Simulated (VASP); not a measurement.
SiF, 2 atoms in the cell. The structure is cubic, space group Pm-3m (No. 221). The conventional cell has a = 2.982 Å, b = 2.982 Å, c = 2.982 Å, α = 90.00°, β = 90.00°, γ = 90.00°. Si (site symmetry m-3m) has 8 F at 2.58 Å and 6 Si at 2.98 Å within 3.4 Å. Within 3.4 Å of F (site symmetry m-3m) lie 8 Si at 2.58 Å and 6 F at 2.98 Å. 

* Program: VASP 6.6.1
* Task: single point
* Functional: PBEsol
* Potentials or basis: VASP PAW PBE potentials, release 64 (Si, F)
* Cutoff: 520 eV
* k mesh: 9 × 9 × 9
* Occupations: fermi-dirac, width 0.05 eV
* Spin: no spin polarisation
* Dipole correction: no
* Further INCAR settings: ALGO = Normal; EDIFF = 1e-06; NBANDS = 12

Potentials or basis: VASP PAW PBE potentials, release 64 (Si, F).

The run is started by

```console
$ cat potpaw_PBE.64/Si/POTCAR potpaw_PBE.64/F/POTCAR > POTCAR
$ mpirun -np 1 vasp_std > vasp.out
```

Hardware: 1 thread of Intel(R) Xeon(R) Platinum 8259CL CPU @ 2.50GHz (Skylake/Cascade Lake), with other jobs on the host.

Task: How long does it take, and how much memory?

Result: Run time: 7.4 s on 1 thread of Intel(R) Xeon(R) Platinum 8259CL CPU @ 2.50GHz (Skylake/Cascade Lake), with other jobs on the host, peak memory 0.13 GiB. Counts: scf iterations 12, k points 35.
